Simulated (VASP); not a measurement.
Runs of VASP 6.6.1 on GaAs. The structure is that of space group F-43m (No. 216), or close to it. The cells are those of the table. 

```tsv
level	cell	gap on the mesh (eV)	pressure (GPa)
r2SCAN+D4	a = 4.017 Å, angles 60.0°, 2 atoms	(c)	-1.3
r2SCAN+D4	a = 3.936 Å, angles 60.0°, 2 atoms	1.38	(b)
revPBE+D4	a = 3.986 Å, angles 60.0°, 2 atoms	0.68	0.1
r2SCAN+D3(BJ)	a = 3.998 Å, angles 60.0°, 2 atoms	1.00	-0.4
PBEsol	a = 3.949 Å, angles 60.0°, 2 atoms	0.73	(a)
```

Alike in all rows: task single point; potentials or basis VASP PAW PBE potentials, release 64 (Ga_d, As); no spin polarisation; k mesh 8 × 8 × 8; cutoff (eV) 520; smearing gaussian 0.05 eV.

**Question.** Estimate the missing entries.

**Answer.** (a) 3.2; (b) 3.5; (c) 0.88.

Caveats: the PAW data sets were made with another functional, which shifts forces and pressure a little; three body term missing (some runs).

A k mesh can miss the band edges, and the runs leave out spin-orbit coupling on As, Ga.
